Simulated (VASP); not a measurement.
Wanted: the native input for a VASP 6.6.1 run.

```
Task                   : single point
Functional             : PBE
Potentials or basis    : VASP PAW PBE potentials, release 64 (Mg, Cd, Se)
Cutoff                 : 520 eV
k mesh                 : 6 × 6 × 2
Occupations            : gaussian, width 0.1 eV
Spin                   : no spin polarisation
Dipole correction      : no
Further INCAR settings : ALGO = Normal; EDIFF = 1e-06; NBANDS = 26
```

The structure of Mg2CdSe3 lies in POSCAR:

```
Mg2CdSe3
1.0
    4.2909792000      0.0000000000      0.0000000000
   -2.1454896000      3.7160970000      0.0000000000
    0.0000000000      0.0000000000     10.4816801000
Mg Cd Se
2 1 3
Direct
    0.6666667000      0.3333333000      0.3352050000
    0.3333333000      0.6666667000      0.6620310000
    0.0000000000      0.0000000000      0.0022600000
    0.0000000000      0.0000000000      0.2576430000
    0.6666667000      0.3333333000      0.5832290000
    0.3333333000      0.6666667000      0.9096310000
```

The input as run:

INCAR

```
SYSTEM = Mg2CdSe3
  PREC = Accurate
  ENCUT = 520
  EDIFF = 1E-6
  ISMEAR = 0
  SIGMA = 0.1
  LREAL = .FALSE.
  LASPH = .TRUE.
  NELM = 60
  ALGO = Normal
  ISIF = 2
  LWAVE = .FALSE.
  LCHARG = .FALSE.
  GGA = PE
  NBANDS = 26
```

KPOINTS

```
regular mesh
0
G
  6 6 2
  0 0 0
```

Potentials or basis: VASP PAW PBE potentials, release 64 (Mg, Cd, Se).

Command:

```sh
$ cat potpaw_PBE.64/Mg/POTCAR potpaw_PBE.64/Cd/POTCAR potpaw_PBE.64/Se/POTCAR > POTCAR
$ mpirun -np 1 vasp_std > vasp.out
```

Results of the run:

The pressure is 0.1 GPa. The largest force is 0.035 eV/Å. The band gap on the k mesh is 1.48 eV, direct.

Wall time 34 s on 1 thread of Intel(R) Xeon(R) 6975P-C (Granite Rapids), on a shared host, peak memory 0.3 GiB.
